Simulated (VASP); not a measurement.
**MnS: single point with PBE**

Crystal: MnS.

```
CELL_PARAMETERS angstrom
0.00000 2.80000 2.80000
2.80000 0.00000 2.80000
2.80000 2.80000 0.00000
ATOMIC_POSITIONS crystal
Mn 0.00000 0.00000 0.00000
S 0.25000 0.25000 0.25000
```

| Property | Result |
| --- | --- |
| Program | VASP 6.6.1 |
| Task | single point |
| Functional | PBE |
| Potentials or basis | VASP PAW PBE potentials, release 64 (Mn_pv, S) |
| Cutoff | 500 eV |
| k mesh | 6 × 6 × 6 |
| Occupations | gaussian, width 0.05 eV |
| Spin | collinear spin, ferromagnetic start |
| Starting moments | [5.0, 0.0] μB |
| Dipole correction | no |
| Further INCAR settings | ALGO = Normal; EDIFF = 1e-06; NBANDS = 20 |

```
Pressure                                              : 1.2 GPa
Net moment                                            : 4.93 μB per cell
Site moments                                          : Mn +4.33; S +0.09 μB
Valence electrons inside the program's atomic spheres : Mn 11.38; S 3.77
```

Levels at points of the mesh, in eV from the Fermi level:
Spin up:
```
           k point  band 8  band 9  band 10  band 11  band 12  band 13  band 14  band 15  band 16  band 17
(0.00, 0.00, 0.00)   -3.21   -3.21     0.23     0.23     0.23     0.95     5.83     5.83     5.83    10.65
(0.50, 0.00, 0.00)   -3.10   -3.10    -2.89    -0.79    -0.79     2.94     6.27     6.27     6.83    10.97
(0.50, 0.50, 0.00)   -3.21   -3.00    -2.72    -2.16    -2.16     2.74     4.32     9.08    10.71    10.71
```
Spin down:
| k point | band 3 | band 4 | band 5 | band 6 | band 7 | band 8 | band 9 | band 10 | band 11 | band 12 |
| --- | --- | --- | --- | --- | --- | --- | --- | --- | --- | --- |
| (0.00, 0.00, 0.00) | -46.18 | -13.60 | -3.31 | -3.31 | -3.31 | 0.83 | 0.83 | 1.97 | 3.02 | 3.02 |
| (0.50, 0.00, 0.00) | -46.18 | -12.96 | -5.15 | -3.23 | -3.23 | 0.89 | 0.96 | 0.96 | 2.05 | 2.05 |
| (0.50, 0.50, 0.00) | -46.18 | -12.75 | -5.07 | -3.34 | -3.34 | 0.00 | 0.86 | 1.27 | 1.31 | 1.31 |

It took 60 s on 1 thread of Oxide Virtual Turin-like Processor, on a shared host, peak memory 0.15 GiB.

Caveat: a cell with one magnetic atom can't hold antiferromagnetic order, which such compounds often take; semilocal functionals often make such compounds metallic where correlation or magnetic order opens a gap, which also shifts bond lengths. With open d or f shells a metallic result of PBE can be an artefact of self-interaction; +U or a hybrid may open a gap.
